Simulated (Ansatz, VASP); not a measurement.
## V in VASP and in Ansatz

```
V
1.0
     0.00000    2.73348    2.73348
     2.73348    0.00000    2.73348
     2.73348    2.73348    0.00000
V
2
Direct
  0.00000 0.00000 0.00000
  0.25000 0.25000 0.25000
```

Alike in both runs: functional PBE; k mesh 10 × 10 × 10; occupations fermi-dirac, width 0.08 eV; collinear spin.

Ansatz relaxed the structure, and its values are those at the end. VASP's run is a single point on that final structure, the one shown.

```csv
,VASP,Ansatz
version,VASP 6.6.1,Ansatz 0.2.0
potentials or method,"VASP PAW PBE potentials, release 64 (V_sv)","PAW with Ansatz's default frozen-core files, scalar-relativistic"
plane-wave cutoff (eV),520,420
valence electrons in the cell,26,26
```

```tsv
	VASP	Ansatz	Ansatz less VASP
pressure (GPa)	0.3	0.0	-0.26
net moment per atom (μB)	1.87	1.87	-0.003
size of the moment on the site where the two differ most (μB)	1.70	1.44	-0.262
```

Site moments also hang on the region over which each program counts them. With one functional, cell and mesh, what is left measures potentials, basis and numerics.
